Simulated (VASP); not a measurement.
# CsH (Fm-3m) in VASP: notebook

The runs below take CsH through single point, relaxation of cell and atoms, with LDA.

Program: VASP 6.6.1. These are calculated values, not measurements. Logs are shortened: lines on timing, memory, paths and dates and some standing lists are left out, and cuts for length are marked.

**1. The cell of the first run**

The structure is cubic, space group Fm-3m (No. 225). The conventional cell has a = 6.104 Å, b = 6.104 Å, c = 6.104 Å, α = 90.00°, β = 90.00°, γ = 90.00°. Within 4.0 Å of Cs (site symmetry m-3m) lie 6 H at 3.05 Å. Within 4.0 Å of H (site symmetry m-3m) lie 6 Cs at 3.05 Å.

**2. Single point, LDA**

Contents of INCAR:

```
PREC = Accurate
ENCUT = 500
EDIFF = 1E-6
ISMEAR = 1
SIGMA = 0.02
LREAL = False
LASPH = True
NELM = 120
ALGO = Normal
ISIF = 2
LWAVE = False
LCHARG = False
GGA = CA
NBANDS = 12
GGA_COMPAT = False
```

Contents of KPOINTS:

```
regular mesh
0
Gamma
  4 4 4
```

Contents of POSCAR:

```
CsH
1.0
    0.0000000000      3.0518575671      3.0518575671
    3.0518575671      0.0000000000      3.0518575671
    3.0518575671      3.0518575671      0.0000000000
Cs H
1 1
Direct
    0.0000000000      0.0000000000      0.0000000000
    0.5000000000      0.5000000000      0.5000000000
```

Potentials or basis: VASP PAW LDA potentials, release 64 (Cs_sv, H).

Launch:

```
$ cat potpaw_LDA.64/Cs_sv/POTCAR potpaw_LDA.64/H/POTCAR > POTCAR
$ mpirun -np 1 vasp_std > vasp.out
```

OUTCAR:

```text
PREC = Accurate
   ENCUT = 500
   EDIFF = 1E-6
   ISMEAR = 1
   LREAL = False
   LASPH = True
   NELM = 120
   ISIF = 2
   GGA = CA

 ion  position               nearest neighbor table
   1  0.000  0.000  0.000-
   2  0.500  0.500  0.500-

  LATTYP: Found a face centered cubic cell.
 ALAT       =     6.1037151342

  Lattice vectors:

 A1 = (   0.0000000000,   3.0518575671,   3.0518575671)
 A2 = (   3.0518575671,   0.0000000000,   3.0518575671)
 A3 = (   3.0518575671,   3.0518575671,   0.0000000000)

Analysis of symmetry for initial positions (statically):
=====================================================================
 Subroutine PRICEL returns:
 Original cell was already a primitive cell.

 Routine SETGRP: Setting up the symmetry group for a
 face centered cubic supercell.

 Subroutine GETGRP returns: Found 48 space group operations
 (whereof 48 operations were pure point group operations)
 out of a pool of 48 trial point group operations.

The static configuration has the point symmetry O_h .

Analysis of symmetry for dynamics (positions and initial velocities):
=====================================================================
 Subroutine PRICEL returns:
 Original cell was already a primitive cell.

 Routine SETGRP: Setting up the symmetry group for a
 face centered cubic supercell.

 Subroutine GETGRP returns: Found 48 space group operations
 (whereof 48 operations were pure point group operations)
 out of a pool of 48 trial point group operations.

The dynamic configuration has the point symmetry O_h .

 Subroutine INISYM returns: Found 48 space group operations
 (whereof 48 operations are pure point group operations),
 and found     1 'primitive' translations

----------------------------------------------------------------------------------------

                                     Primitive cell

  volume of cell :      56.8490

  direct lattice vectors                    reciprocal lattice vectors
     0.000000000  3.051857567  3.051857567    -0.163834645  0.163834645  0.163834645
     3.051857567  0.000000000  3.051857567     0.163834645 -0.163834645  0.163834645
     3.051857567  3.051857567  0.000000000     0.163834645  0.163834645 -0.163834645

  length of vectors
     4.315978362  4.315978362  4.315978362     0.283769929  0.283769929  0.283769929

  position of ions in fractional coordinates (direct lattice)
     0.000000000  0.000000000  0.000000000
     0.500000000  0.500000000  0.500000000

  ion indices of the primitive-cell ions
   primitive index   ion index
                 1           1
                 2           2

----------------------------------------------------------------------------------------

 KPOINTS: regular mesh

Automatic generation of k-mesh.
 Grid dimensions read from file:
 generate k-points for:    4    4    4

 Generating k-lattice:

  Cartesian coordinates                     Fractional coordinates (reciprocal lattice)
    -0.040958661  0.040958661  0.040958661     0.250000000  0.000000000  0.000000000
     0.040958661 -0.040958661  0.040958661     0.000000000  0.250000000  0.000000000
     0.040958661  0.040958661 -0.040958661     0.000000000  0.000000000  0.250000000

  Length of vectors
     0.070942482  0.070942482  0.070942482

  Shift w.r.t. Gamma in fractional coordinates (k-lattice)
     0.000000000  0.000000000  0.000000000

 Subroutine IBZKPT returns following result:
 ===========================================

 Found      8 irreducible k-points:

 Following reciprocal coordinates:
            Coordinates               Weight
  0.000000  0.000000  0.000000      1.000000
  0.250000  0.000000  0.000000      8.000000
  0.500000  0.000000  0.000000      4.000000
  0.250000  0.250000  0.000000      6.000000
  0.500000  0.250000  0.000000     24.000000
 -0.250000  0.250000  0.000000     12.000000
  0.500000  0.500000  0.000000      3.000000
 -0.250000  0.500000  0.250000      6.000000
   k-points           NKPTS =      8   k-points in BZ     NKDIM =      8   number of bands    NBANDS=     12
   number of dos      NEDOS =    301   number of ions     NIONS =      2
   total plane-waves  NPLWV =  32768
   dimension x,y,z NGX =    32 NGY =   32 NGZ =   32
   dimension x,y,z NGXF=    64 NGYF=   64 NGZF=   64
   ions per type =               1   1
   NGX,Y,Z   is equivalent  to a cutoff of  12.33, 12.33, 12.33 a.u.
   NGXF,Y,Z  is equivalent  to a cutoff of  24.65, 24.65, 24.65 a.u.
 SYSTEM =  unknown system
   PREC   = accura    normal or accurate (medium, high low for compatibility)
   ISTART =      0    job   : 0-new  1-cont  2-samecut
   ICHARG =      2    charge: 1-file 2-atom 10-const
   ISPIN  =      1    spin polarized calculation?
   LNONCOLLINEAR =      F non collinear calculations
   LSORBIT =      F    spin-orbit coupling
   LASPH  =      T    aspherical Exc in radial PAW
   ENCUT  =  500.0 eV  36.75 Ry    6.06 a.u.   7.87  7.87  7.87*2*pi/ulx,y,z
[... 53 lines left out ...]
 fundamental gap:      1.7229929356
 Fermi energy:         0.8428385503

 k-point     1 :       0.0000    0.0000    0.0000
  band No.  band energies     occupation
      1     -20.8278      2.00000
      2      -7.1095      2.00000
      3      -7.1095      2.00000
      4      -7.1095      2.00000
      5      -1.4284      2.00000
      6       5.6701      0.00000
      7       5.6701      0.00000
      8       5.6701      0.00000
      9       6.8569      0.00000
     10       7.7436      0.00000
     11       7.7436      0.00000
     12       9.3300      0.00000

 k-point     2 :       0.2500    0.0000    0.0000
  band No.  band energies     occupation
      1     -20.7612      2.00000
      2      -7.7997      2.00000
      3      -7.1789      2.00000
      4      -7.1789      2.00000
      5      -0.3958      2.00000
      6       4.0027      0.00000
      7       5.7312      0.00000
      8       5.7312      0.00000
      9       6.6508      0.00000
     10       7.4461      0.00000
     11       7.4461      0.00000
     12      11.8590      0.00000

 k-point     3 :       0.5000    0.0000    0.0000
  band No.  band energies     occupation
      1     -20.6928      2.00000
      2      -8.3602      2.00000
      3      -7.2458      2.00000
      4      -7.2458      2.00000
      5       0.7473      2.00000
      6       2.4703      0.00000
      7       5.1878      0.00000
      8       5.1878      0.00000
      9       8.1259      0.00000
     10       9.3595      0.00000
     11       9.3595      0.00000
     12      11.0506      0.00000

 k-point     4 :       0.2500    0.2500    0.0000
  band No.  band energies     occupation
      1     -20.7396      2.00000
      2      -7.7476      2.00000
      3      -7.3171      2.00000
      4      -7.3171      2.00000
      5      -0.5233      2.00000
      6       4.1291      0.00000
      7       4.9048      0.00000
      8       6.7107      0.00000
      9       6.7107      0.00000
     10       8.0281      0.00000
     11       8.4345      0.00000
     12      12.0771      0.00000

 k-point     5 :       0.5000    0.2500    0.0000
  band No.  band energies     occupation
      1     -20.6716      2.00000
      2      -8.1170      2.00000
      3      -7.5776      2.00000
      4      -7.3826      2.00000
      5      -0.1459      2.00000
      6       3.6433      0.00000
      7       5.0418      0.00000
      8       6.4151      0.00000
      9       7.5816      0.00000
     10       9.5553      0.00000
     11       9.9720      0.00000
     12      10.6281      0.00000

 k-point     6 :      -0.2500    0.2500    0.0000
  band No.  band energies     occupation
      1     -20.6939      2.00000
      2      -8.0347      2.00000
      3      -7.6016      2.00000
      4      -7.2484      2.00000
      5       0.1777      2.00000
      6       3.6260      0.00000
      7       4.5808      0.00000
      8       5.9672      0.00000
      9       7.3002      0.00000
     10       8.7283      0.00000
     11       9.9143      0.00000
     12      11.0773      0.00000

 k-point     7 :       0.5000    0.5000    0.0000
  band No.  band energies     occupation
      1     -20.6501      2.00000
      2      -8.1696      2.00000
      3      -7.5119      2.00000
      4      -7.5119      2.00000
      5      -0.9008      2.00000
      6       3.2735      0.00000
      7       6.5657      0.00000
      8       9.2198      0.00000
      9       9.3289      0.00000
     10       9.3289      0.00000
     11       9.4549      0.00000
     12      10.0023      0.00000

 k-point     8 :      -0.2500    0.5000    0.2500
  band No.  band energies     occupation
      1     -20.6493      2.00000
      2      -7.8606      2.00000
      3      -7.8606      2.00000
      4      -7.5917      2.00000
      5      -0.2966      2.00000
      6       4.6520      0.00000
      7       4.6520      0.00000
      8       5.8037      0.00000
      9       9.5329      0.00000
     10      10.0207      0.00000
     11      10.0486      0.00000
     12      10.0486      0.00000

------------------------ aborting loop because EDIFF is reached ----------------------------------------

  FORCE on cell =-STRESS in cart. coord.  units (eV):
  Direction    XX          YY          ZZ          XY          YZ          ZX
  --------------------------------------------------------------------------------------
  -------------------------------------------------------------------------------------
  Total        0.0092913      0.0092913      0.0092913      0.0000000      0.0000000     -0.0000000
  in kB        0.2618572      0.2618572      0.2618572      0.0000000      0.0000000     -0.0000000
  external PRESSURE =       0.2618572 kB  Pullay stress =       0.0000000 kB

 VOLUME and BASIS-vectors are now :
 -----------------------------------------------------------------------------
  energy-cutoff  :      500.00
  volume of cell :       56.85
      direct lattice vectors                 reciprocal lattice vectors
     0.000000000  3.051857567  3.051857567    -0.163834645  0.163834645  0.163834645
     3.051857567  0.000000000  3.051857567     0.163834645 -0.163834645  0.163834645
     3.051857567  3.051857567  0.000000000     0.163834645  0.163834645 -0.163834645

 POSITION                                       TOTAL-FORCE (eV/Angst)
 -----------------------------------------------------------------------------------
      0.00000      0.00000      0.00000         0.000000      0.000000     -0.000000
      3.05186      3.05186      3.05186        -0.000000     -0.000000      0.000000
 -----------------------------------------------------------------------------------
    total drift:                                0.000000     -0.000000     -0.000000

  FREE ENERGIE OF THE ION-ELECTRON SYSTEM (eV)
  ---------------------------------------------------
  free  energy   TOTEN  =        -4.9207038656 eV

  energy  without entropy=       -4.9207038656  energy(sigma->0) =       -4.92070387
```

It took 5.5 s on 1 thread of Intel Xeon 6975P-C (Granite Rapids), shared host; peak memory 0.14 GiB.

What came out:

| Quantity | Value |
| --- | --- |
| Free energy | -4.9207 eV |
| Pressure | 0.0 GPa |
| Band gap on the k mesh | 1.72 eV |

Levels at points of the mesh, in eV from the valence-band top:
| k point | band 3 | band 4 | band 5 | band 6 | band 7 | band 8 |
| --- | --- | --- | --- | --- | --- | --- |
| (0.00, 0.00, 0.00) | -7.86 | -7.86 | -2.18 | 4.92 | 4.92 | 4.92 |
| (0.50, 0.00, 0.00) | -7.99 | -7.99 | 0.00 | 1.72 | 4.44 | 4.44 |
| (0.50, 0.50, 0.00) | -8.26 | -8.26 | -1.65 | 2.53 | 5.82 | 8.47 |

Caveat: the k points lie up to 0.45 Å⁻¹ apart; spin-orbit coupling is left out, which moves the levels of the heavy elements. A k mesh can miss the band edges.

**3. Relaxation of cell and atoms, LDA**

This run uses another cell than the first one, of 32.40 Å³/atom.

Contents of INCAR:

```
ALGO     = Normal         # electronic algorithm
EDIFF    = 1E-7           # SCF threshold, eV
EDIFFG   = -0.03          # ionic threshold
ENCUT    = 500            # plane-wave cutoff, eV
GGA_COMPAT= False        
IBRION   = 2              # ionic algorithm
ISIF     = 3              # what is computed and relaxed
ISMEAR   = 1              # smearing method
LASPH    = True           # aspherical terms in the spheres
LCHARG   = False          # write CHGCAR
LREAL    = False          # projectors in reciprocal space
LWAVE    = False          # write WAVECAR
NELM     = 120            # most SCF steps
NELMIN   = 4            
NSW      = 80             # ionic steps
PREC     = Accurate       # precision mode
SIGMA    = 0.02           # smearing width, eV
```

Contents of KPOINTS:

```
k-points
0
Gamma
  4 4 4
```

Contents of POSCAR:

```
CsH
1.0
    0.0000000000      3.1880000000      3.1880000000
    3.1880000000      0.0000000000      3.1880000000
    3.1880000000      3.1880000000      0.0000000000
Cs H
1 1
Direct
    0.0000000000      0.0000000000      0.0000000000
    0.5000000000      0.5000000000      0.5000000000
```

Potentials or basis: VASP PAW LDA potentials, release 64 (Cs_sv, H).

Launch:

```
$ cat potpaw_LDA.64/Cs_sv/POTCAR potpaw_LDA.64/H/POTCAR > POTCAR
$ mpirun -np 1 vasp_std > vasp.out
```

Wall time 18 s (1 thread of Intel Xeon 6975P-C (Granite Rapids), shared host); peak memory 0.17 GiB.

The run converged. Its results:

```yaml
Free_energy: -4.9222 eV
Relaxed_volume: 28.84 Å³/atom
Relaxed_cell: a = 4.337 Å, b = 4.337 Å, c = 4.337 Å, α = 60.00°, β = 60.00°, γ = 60.00°
Space_group_after_relaxing_to_0.1_Å: Fm-3m (No. 225)
Energy_gained_by_relaxing: 16.2 meV/atom
Ionic_steps: 3
Pressure_after_relaxing: -0.1 GPa
Band_gap_on_the_k_mesh: 1.75 eV
```

The path:
```csv
step,energy change (eV),largest force (eV/Å),pressure (GPa),volume (Å³)
1,0.0000,0.0000,-1.23,64.80
2,-0.0157,0.0000,-0.94,62.49
3,-0.0325,0.0000,-0.12,57.68
```

Final structure:
```xyz
2
Lattice="0.0000 3.0667 3.0667 3.0667 0.0000 3.0667 3.0667 3.0667 0.0000" Properties=species:S:1:pos:R:3 pbc="T T T"
Cs    0.0000    0.0000    0.0000
H     3.0667    3.0667    3.0667
```

Levels at points of the mesh, in eV from the valence-band top:
```csv
k point,band 2,band 3,band 4,band 5,band 6,band 7,band 8,band 9
"(0.00, 0.00, 0.00)",-7.86,-7.86,-7.86,-2.14,4.93,4.93,4.93,6.06
"(0.50, 0.00, 0.00)",-9.06,-7.99,-7.99,0.00,1.75,4.46,4.46,7.34
"(0.50, 0.50, 0.00)",-8.88,-8.25,-8.25,-1.60,2.57,5.76,8.40,8.52
```

Caveat: the k points lie up to 0.44 Å⁻¹ apart in the final cell; spin-orbit coupling is left out, which moves the levels of the heavy elements. Zero-point motion and thermal expansion aren't in these numbers.

**4. Relaxation of cell and atoms, LDA, target pressure 15 GPa, at which the enthalpy is minimised**

This run uses another cell than the first one, of 32.40 Å³/atom.

Contents of INCAR:

```
ALGO     = Normal         # electronic algorithm
EDIFF    = 1E-7           # SCF threshold, eV
EDIFFG   = -0.03          # ionic threshold
ENCUT    = 500            # plane-wave cutoff, eV
GGA      = CA             # functional
GGA_COMPAT= F            
IBRION   = 2              # ionic algorithm
ISIF     = 3              # what is computed and relaxed
ISMEAR   = 1              # smearing method
LASPH    = T              # aspherical terms in the spheres
LCHARG   = F              # write CHGCAR
LREAL    = F              # projectors in reciprocal space
LWAVE    = F              # write WAVECAR
NELM     = 120            # most SCF steps
NELMIN   = 4            
NSW      = 80             # ionic steps
PREC     = Accurate       # precision mode
PSTRESS  = 150.0        
SIGMA    = 0.02           # smearing width, eV
```

KPOINTS is that of step 3.

POSCAR is that of step 3.

Launch:

```
$ cat potpaw_LDA.64/Cs_sv/POTCAR potpaw_LDA.64/H/POTCAR > POTCAR
$ mpirun -np 1 vasp_std > vasp.out
```

It took 21 s on 1 thread of Intel Xeon 6975P-C (Granite Rapids), shared host; peak memory 0.17 GiB.

Results (log left out):

| Property | Result |
| --- | --- |
| Free energy | -4.2134 eV |
| Relaxed volume | 17.38 Å³/atom |
| Relaxed cell | a = 3.663 Å, b = 3.663 Å, c = 3.663 Å, α = 60.00°, β = 60.00°, γ = 60.00° |
| Space group after relaxing (to 0.1 Å) | Fm-3m (No. 225) |
| Energy change on relaxing (the run minimises the enthalpy) | +338.2 meV/atom |
| Ionic steps | 4 |
| Pressure after relaxing | 15.1 GPa |
| Band gap on the k mesh | 0.50 eV (least direct gap 0.54 eV) |

Step by step:
```
step  energy change (eV)  largest force (eV/Å)  pressure (GPa)  volume (Å³)
   1              0.0000                0.0000           -1.23        64.80
   2              0.3814                0.0000            9.75        38.63
   3              0.6175                0.0000           14.01        35.41
   4              0.6764                0.0000           15.09        34.77
```

Final structure:
```xyz
2
Lattice="0.0000 2.5904 2.5904 2.5904 0.0000 2.5904 2.5904 2.5904 0.0000" Properties=species:S:1:pos:R:3 pbc="T T T"
Cs    2.5904    2.5904    5.1809
H     2.5904    2.5904    2.5904
```

Levels at points of the mesh, in eV from the valence-band top:
```
           k point  band 3  band 4  band 5  band 6  band 7  band 8
(0.00, 0.00, 0.00)   -7.92   -7.92   -3.18    4.24    4.24    4.24
(0.50, 0.00, 0.00)   -8.34   -8.34    0.00    0.54    3.52    3.52
(0.50, 0.50, 0.00)   -9.22   -9.22   -4.08    0.50    8.86   10.59
```

Caveat: the k points lie up to 0.53 Å⁻¹ apart in the final cell; the cell is relaxed towards a set pressure, so the run minimises the enthalpy, not the energy; the volume moved by over 15 % at a fixed basis, so the end points are rough; spin-orbit coupling is left out, which moves the levels of the heavy elements. Zero-point motion and thermal expansion aren't in these numbers.

**5. The runs side by side**

```csv
task,cell,gap on the mesh (eV),pressure (GPa)
single point,"a = 4.316 Å, angles 60.0°, 2 atoms",1.72,0.0
relaxation of cell and atoms,"relaxed from a = 4.509 Å, angles 60.0°, 2 atoms",1.75,-0.1
relaxation of cell and atoms,"relaxed to 15 GPa from a = 4.509 Å, angles 60.0°, 2 atoms",0.50,15.1
```

Alike in all rows: level LDA; potentials or basis VASP PAW LDA potentials, release 64 (Cs_sv, H); no spin polarisation; k mesh 4 × 4 × 4; cutoff (eV) 500; smearing methfessel-paxton 0.02 eV.

Caveats: all runs use coarse meshes; spin-orbit coupling is left out, which moves the levels of the heavy elements; the cell is relaxed towards a set pressure, so the run minimises the enthalpy, not the energy (at least some runs); the volume moved by over 15 % at a fixed basis, so the end points are rough (at least some runs).

Absolute energies hang on the potentials; compare differences alone.
